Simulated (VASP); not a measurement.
# RbBr (Pm-3m) in VASP: single point with HSE06

Aim: the single point of RbBr with HSE06.

All numbers are computed with VASP 6.6.1; they aren't measurements. Logs are shortened: lines on timing, memory, paths and dates and some standing lists are left out, and cuts for length are marked.

## (1) The cell of the first run

It takes space group Pm-3m (No. 221, cubic). Conventional cell: a = 4.128 Å, b = 4.128 Å, c = 4.128 Å, α = 90.00°, β = 90.00°, γ = 90.00°. Within 4.7 Å of Rb (site symmetry m-3m) lie 8 Br at 3.57 Å and 6 Rb at 4.13 Å. Br (site symmetry m-3m) has 8 Rb at 3.57 Å and 6 Br at 4.13 Å within 4.7 Å.

## (2) Single point, HSE06, non-collinear spin, zero start, spin-orbit coupling

The input, POSCAR:

```
RbBr
1.0
    4.1279266072      0.0000000000      0.0000000000
    0.0000000000      4.1279266072      0.0000000000
    0.0000000000      0.0000000000      4.1279266072
Rb Br
1 1
Direct
    0.0000000000      0.0000000000      0.0000000000
    0.5000000000      0.5000000000      0.5000000000
```

The input, INCAR.step1:

```
ALGO = Normal
EDIFF = 1E-5
ENCUT = 520
GGA = PE
GGA_COMPAT = F
ISIF = 2
ISMEAR = 0
KPAR = 4
LASPH = T
LCHARG = F
LORBIT = 11
LORBMOM = T
LREAL = F
LSORBIT = T
LWAVE = T
MAGMOM = 0 0 0 0 0 0
NBANDS = 28
NELM = 150
PREC = Accurate
SIGMA = 0.01
```

The input, INCAR.step2:

```
ALGO = Normal
EDIFF = 1E-6
ENCUT = 520
GGA = PE
GGA_COMPAT = F
HFSCREEN = 0.2079
ISIF = 2
ISMEAR = 0
ISTART = 1
KPAR = 4
LASPH = T
LCHARG = F
LHFCALC = T
LORBIT = 11
LORBMOM = T
LREAL = F
LSORBIT = T
LWAVE = F
MAGMOM = 0 0 0 0 0 0
NBANDS = 28
NELM = 150
PREC = Accurate
PRECFOCK = Normal
SIGMA = 0.01
```

The input, KPOINTS:

```
k-points
0
Gamma
  4 4 4
```

Potentials or basis: VASP PAW PBE potentials, release 64 (Rb_sv, Br).

The run is started by

```console
$ cat potpaw_PBE.64/Rb_sv/POTCAR potpaw_PBE.64/Br/POTCAR > POTCAR
$ cp INCAR.step1 INCAR
$ mpirun -np 4 vasp_ncl > vasp.out
$ cp INCAR.step2 INCAR
$ mpirun -np 4 vasp_ncl > vasp.out
```

OUTCAR:

```text
EDIFF = 1E-6
   ENCUT = 520
   GGA = PE
   HFSCREEN = 0.2079
   ISIF = 2
   ISMEAR = 0
   ISTART = 1
   LASPH = T
   LHFCALC = T
   LORBIT = 11
   LREAL = F
   LSORBIT = T
   NELM = 150
   PREC = Accurate
   PRECFOCK = Normal

 ion  position               nearest neighbor table
   1  0.000  0.000  0.000-   2 3.57   2 3.57   2 3.57   2 3.57   2 3.57   2 3.57   2 3.57   2 3.57

   2  0.500  0.500  0.500-   1 3.57   1 3.57   1 3.57   1 3.57   1 3.57   1 3.57   1 3.57   1 3.57

  LATTYP: Found a simple cubic cell.
 ALAT       =     4.1279266072

  Lattice vectors:

 A1 = (   4.1279266072,   0.0000000000,   0.0000000000)
 A2 = (   0.0000000000,   4.1279266072,   0.0000000000)
 A3 = (   0.0000000000,   0.0000000000,   4.1279266072)

Analysis of symmetry for initial positions (statically):
=====================================================================
 Subroutine PRICEL returns:
 Original cell was already a primitive cell.

 Routine SETGRP: Setting up the symmetry group for a
 simple cubic supercell.

 Subroutine GETGRP returns: Found 48 space group operations
 (whereof 48 operations were pure point group operations)
 out of a pool of 48 trial point group operations.

The static configuration has the point symmetry O_h .

Analysis of symmetry for dynamics (positions and initial velocities):
=====================================================================
 Subroutine PRICEL returns:
 Original cell was already a primitive cell.

 Routine SETGRP: Setting up the symmetry group for a
 simple cubic supercell.

 Subroutine GETGRP returns: Found 48 space group operations
 (whereof 48 operations were pure point group operations)
 out of a pool of 48 trial point group operations.

The dynamic configuration has the point symmetry O_h .

Analysis of structural, dynamic, and magnetic symmetry:
=====================================================================
 Subroutine PRICEL returns:
 Original cell was already a primitive cell.

 Routine SETGRP: Setting up the symmetry group for a
 simple cubic supercell.

 Subroutine GETGRP returns: Found 48 space group operations
 (whereof 48 operations were pure point group operations)
 out of a pool of 48 trial point group operations.

The overall configuration has the point symmetry O_h .

 Subroutine INISYM returns: Found 48 space group operations
 (whereof 48 operations are pure point group operations),
 and found     1 'primitive' translations

----------------------------------------------------------------------------------------

                                     Primitive cell

  volume of cell :      70.3390

  direct lattice vectors                    reciprocal lattice vectors
     4.127926607  0.000000000  0.000000000     0.242252369  0.000000000  0.000000000
     0.000000000  4.127926607  0.000000000     0.000000000  0.242252369  0.000000000
     0.000000000  0.000000000  4.127926607     0.000000000  0.000000000  0.242252369

  length of vectors
     4.127926607  4.127926607  4.127926607     0.242252369  0.242252369  0.242252369

  position of ions in fractional coordinates (direct lattice)
     0.000000000  0.000000000  0.000000000
     0.500000000  0.500000000  0.500000000

  ion indices of the primitive-cell ions
   primitive index   ion index
                 1           1
                 2           2

----------------------------------------------------------------------------------------

 KPOINTS: k-points

Automatic generation of k-mesh.
 Grid dimensions read from file:
 generate k-points for:    4    4    4

 Generating k-lattice:

  Cartesian coordinates                     Fractional coordinates (reciprocal lattice)
     0.060563092  0.000000000  0.000000000     0.250000000  0.000000000  0.000000000
[... 91 lines left out ...]

 number of electron      16.0000002 magnetization      -0.0000000     -0.0000000     -0.0000000

 number of electron      16.0000002 magnetization       0.0000000      0.0000000      0.0000000

 Free energy of the ion-electron system (eV)
  ---------------------------------------------------
  ext. energy  EPLUGINS =         0.00000000
  ---------------------------------------------------
  free energy    TOTEN  =        -7.01734746 eV

  energy without entropy =       -7.01734746  energy(sigma->0) =       -7.01734746

 E-fermi :  -1.3806     XC(G=0):  -6.6284

 val. band max:       -1.4805203347   @ k =   0.5000   0.5000   0.0000
 cond. band min:       3.7419302456   @ k =   0.0000   0.0000   0.0000
 fundamental gap:      5.2224505803
 Fermi energy:        -1.3806148904

 k-point     1 :       0.0000    0.0000    0.0000
  band No.  band energies     occupation
      1     -28.3459      1.00000
      2     -28.3459      1.00000
      3     -15.1904      1.00000
      4     -15.1904      1.00000
      5     -11.7592      1.00000
      6     -11.7592      1.00000
[... 299 lines left out ...]
     27       9.3551      0.00000
     28       9.3551      0.00000

------------------------ aborting loop because EDIFF is reached ----------------------------------------

  FORCE on cell =-STRESS in cart. coord.  units (eV):
  Direction    XX          YY          ZZ          XY          YZ          ZX
  --------------------------------------------------------------------------------------
  -------------------------------------------------------------------------------------
  Total        0.1955823      0.1955823      0.1955823      0.0000000      0.0000000     -0.0000000
  in kB        4.4549652      4.4549652      4.4549652      0.0000000      0.0000000     -0.0000000
  external PRESSURE =       4.4549652 kB  Pullay stress =       0.0000000 kB

 VOLUME and BASIS-vectors are now :
 -----------------------------------------------------------------------------
  energy-cutoff  :      520.00
  volume of cell :       70.34
      direct lattice vectors                 reciprocal lattice vectors
     4.127926607  0.000000000  0.000000000     0.242252369  0.000000000  0.000000000
     0.000000000  4.127926607  0.000000000     0.000000000  0.242252369  0.000000000
     0.000000000  0.000000000  4.127926607     0.000000000  0.000000000  0.242252369

 POSITION                                       TOTAL-FORCE (eV/Angst)
 -----------------------------------------------------------------------------------
      0.00000      0.00000      0.00000         0.000000      0.000000      0.000000
      2.06396      2.06396      2.06396         0.000000      0.000000      0.000000
 -----------------------------------------------------------------------------------
    total drift:                               -0.000000     -0.000000     -0.000000

  FREE ENERGIE OF THE ION-ELECTRON SYSTEM (eV)
  ---------------------------------------------------
  free  energy   TOTEN  =        -7.0173474576 eV

  energy  without entropy=       -7.0173474576  energy(sigma->0) =       -7.01734746

 orbital moment (x)

 # of ion     p       d       tot
 ----------------------------------------
  1         0.000  -0.000   0.000
  2         0.000   0.000   0.000
 ----------------------------------------
            0.000  -0.000   0.000

 orbital moment (y)

 # of ion     p       d       tot
 ----------------------------------------
  1         0.000  -0.000  -0.000
  2        -0.000   0.000  -0.000
 ----------------------------------------
            0.000  -0.000  -0.000

 orbital moment (z)

 # of ion     p       d       tot
 ----------------------------------------
  1         0.000  -0.000   0.000
  2        -0.000   0.000  -0.000
 ----------------------------------------
            0.000  -0.000   0.000

 Spin-Orbit-Coupling matrix elements

 Ion:    1  E_soc:     -0.0514524
 l=   1
     0.0000000    -0.0085696    -0.0085696
    -0.0085696     0.0000000    -0.0085696
    -0.0085696    -0.0085696     0.0000000
 l=   2
     0.0000000    -0.0000017     0.0000000    -0.0000017    -0.0000041
    -0.0000017     0.0000000    -0.0000031    -0.0000017    -0.0000010
     0.0000000    -0.0000031     0.0000000    -0.0000031     0.0000000
    -0.0000017    -0.0000017    -0.0000031     0.0000000    -0.0000010
    -0.0000041    -0.0000010     0.0000000    -0.0000010     0.0000000
 l=   3
     0.0000000     0.0000000     0.0000000     0.0000000     0.0000000     0.0000000     0.0000000
     0.0000000     0.0000000     0.0000000     0.0000000     0.0000000     0.0000000     0.0000000
     0.0000000     0.0000000     0.0000000     0.0000000     0.0000000     0.0000000     0.0000000
     0.0000000     0.0000000     0.0000000     0.0000000     0.0000000     0.0000000     0.0000000
     0.0000000     0.0000000     0.0000000     0.0000000     0.0000000     0.0000000     0.0000000
     0.0000000     0.0000000     0.0000000     0.0000000     0.0000000     0.0000000     0.0000000
     0.0000000     0.0000000     0.0000000     0.0000000     0.0000000     0.0000000     0.0000000

 Ion:    2  E_soc:     -0.0499731
 l=   1
     0.0000000    -0.0083284    -0.0083284
    -0.0083284     0.0000000    -0.0083284
    -0.0083284    -0.0083284     0.0000000
 l=   2
     0.0000000    -0.0000000     0.0000000    -0.0000000    -0.0000004
    -0.0000000     0.0000000    -0.0000003    -0.0000000    -0.0000001
     0.0000000    -0.0000003     0.0000000    -0.0000003     0.0000000
    -0.0000000    -0.0000000    -0.0000003     0.0000000    -0.0000001
    -0.0000004    -0.0000001     0.0000000    -0.0000001     0.0000000
 l=   3
     0.0000000     0.0000000     0.0000000     0.0000000     0.0000000     0.0000000     0.0000000
     0.0000000     0.0000000     0.0000000     0.0000000     0.0000000     0.0000000     0.0000000
     0.0000000     0.0000000     0.0000000     0.0000000     0.0000000     0.0000000     0.0000000
     0.0000000     0.0000000     0.0000000     0.0000000     0.0000000     0.0000000     0.0000000
     0.0000000     0.0000000     0.0000000     0.0000000     0.0000000     0.0000000     0.0000000
     0.0000000     0.0000000     0.0000000     0.0000000     0.0000000     0.0000000     0.0000000
     0.0000000     0.0000000     0.0000000     0.0000000     0.0000000     0.0000000     0.0000000

 total charge

# of ion       s       p       d       tot
------------------------------------------
    1        1.941   5.412   0.018   7.370
    2        1.595   3.330   0.001   4.927
--------------------------------------------------
tot          3.536   8.742   0.019  12.297

 magnetization (x)

# of ion       s       p       d       tot
------------------------------------------
    1        0.000   0.000   0.000   0.000
    2        0.000   0.000   0.000   0.000
--------------------------------------------------
tot          0.000   0.000   0.000   0.000

 magnetization (y)

# of ion       s       p       d       tot
------------------------------------------
    1       -0.000   0.000   0.000  -0.000
    2       -0.000   0.000  -0.000   0.000
--------------------------------------------------
tot         -0.000   0.000  -0.000  -0.000

 magnetization (z)

# of ion       s       p       d       tot
------------------------------------------
    1       -0.000   0.000  -0.000  -0.000
    2       -0.000   0.000   0.000   0.000
--------------------------------------------------
tot         -0.000   0.000  -0.000  -0.000
```

Run time: 6 min. Hardware: 4 MPI ranks of Intel Xeon Platinum 8559C (Emerald Rapids), shared host; peak memory 0.42 GiB.

What came out:

```
Free energy                                           : -7.0173 eV
Pressure                                              : 0.4 GPa
Net moment                                            : 0.00 μB per cell
Valence electrons inside the program's atomic spheres : Rb 7.37; Br 4.93
```

Moments on the atoms (μB; x, y, z):
```
Rb  0.00 0.00 0.00
Br  0.00 0.00 0.00
```

Caveat: the k points lie up to 0.38 Å⁻¹ apart; the PAW data sets were made with another functional, which shifts forces and pressure a little.
